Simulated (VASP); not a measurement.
Mg2CdSe3, 12 atoms in the cell. The structure is hexagonal, space group P6_3mc (No. 186). The conventional cell has a = 4.301 Å, b = 4.301 Å, c = 20.877 Å, α = 90.00°, β = 90.00°, γ = 120.00°. Within 3.4 Å of Mg (site symmetry 3m) lie 4 Se at 2.60 to 2.61 Å. Mg (site symmetry 3m) has 4 Se at 2.61 Å within 3.4 Å. Cd (site symmetry 3m) has 4 Se at 2.66 to 2.68 Å within 3.5 Å. Within 3.4 Å of Se (site symmetry 3m) lie 4 Mg at 2.60 to 2.61 Å. Within 3.4 Å of Se (site symmetry 3m) lie 3 Mg at 2.61 Å and 1 Cd at 2.68 Å. Se (site symmetry 3m) has 1 Mg at 2.61 Å and 3 Cd at 2.66 Å within 3.4 Å. 

* Program: VASP 6.6.1
* Task: single point
* Functional: PBE
* Potentials or basis: VASP PAW PBE potentials, release 64 (Mg, Cd, Se)
* Cutoff: 520 eV
* k mesh: 6 × 6 × 1
* Occupations: gaussian, width 0.1 eV
* Spin: no spin polarisation
* Dipole correction: no
* Further INCAR settings: ALGO = Normal; EDIFF = 1e-06; NBANDS = 46

Potentials or basis: VASP PAW PBE potentials, release 64 (Mg, Cd, Se).

Run with:

```bash
$ cat potpaw_PBE.64/Mg/POTCAR potpaw_PBE.64/Cd/POTCAR potpaw_PBE.64/Se/POTCAR > POTCAR
$ mpirun -np 1 vasp_std > vasp.out
```

Hardware: 1 thread of Intel(R) Xeon(R) Platinum 8559C (Emerald Rapids), with other jobs on the host.

Problem. How long does it take, and how much memory?

Solution. Wall time 100 s on 1 thread of Intel(R) Xeon(R) Platinum 8559C (Emerald Rapids), on a shared host, peak memory 0.45 GiB. Counts: scf iterations 15, k points 7.
